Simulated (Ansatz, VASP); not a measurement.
**One calculation of S, two programs**

INCAR

```
SYSTEM = S
ALGO = Normal ; EDIFF = 1E-6
EDIFFG = -0.04 ; ENCUT = 600
GGA = PS ; IBRION = 2
ISIF = 3 ; ISMEAR = 0
LASPH = .TRUE. ; LCHARG = .FALSE.
LREAL = .FALSE. ; LWAVE = .FALSE.
NELM = 100 ; NSW = 90
PREC = Accurate ; SIGMA = 0.1
```

File KPOINTS:

```
k-points
0
G
  6 6 4
  0 0 0
```

POSCAR

```
S
1.0
    3.5033036618      0.0000000000      0.0000000000
   -1.7516518309      3.0339499682      0.0000000000
    0.0000000000      0.0000000000      5.6860473763
S
2
Direct
    0.3333333333      0.6666666667      0.2500000000
    0.6666666667      0.3333333333      0.7500000000
```

Input for Ansatz:

```yaml
crystal:
  lattice:
    - [3.5033036618, 0.0, 0.0]
    - [-1.7516518309, 3.0339499682, 0.0]
    - [0.0, 0.0, 5.6860473763]
  atoms:
    - { symbol: S, position: [0.3333333333, 0.6666666667, 0.25] }
    - { symbol: S, position: [0.6666666667, 0.3333333333, 0.75] }
basis:
  ecutwfc: 420
kpoints:
  mp_grid: { grid: [6, 6, 4] }
hamiltonian:
  xc: pbesol
scf:
  occupations: { method: gaussian, width: 0.1 }
  lower_state_search: "off"
output:
  forces: true
  stress: true
  eigenvalues: true
relax:
  adjacent_minimum: "off"
  f_tol: 0.04
  max_steps: 70
  cell: { stress_tol: 0.4 }
```

Alike in both runs: task relaxation of cell and atoms; functional PBEsol; k mesh 6 × 6 × 4; occupations gaussian, width 0.1 eV; no spin polarisation.

```csv
,VASP,Ansatz
version,VASP 6.6.1,Ansatz 0.2.0
potentials or method,"VASP PAW PBE potentials, release 64 (S), cutoff 600 eV","scalar-relativistic, plane waves, PAW"
valence electrons in the cell,12,12
```

```csv
,VASP,Ansatz,Ansatz less VASP
"gap on the k mesh at the Fermi level, each at its own relaxed structure (eV)",none,none,-
relaxed volume (Å³/atom),15.57,15.57,+0.003
relaxed cell length with the largest relative difference (Å),3.582,3.578,-0.0041
```

VASP's potentials were made for PBE, not for PBEsol. A gap of «none» marks a metal or a gap that the smearing closes.

Noted on VASP's run: the volume moved by over 15 % at a fixed basis, so the end points are rough.
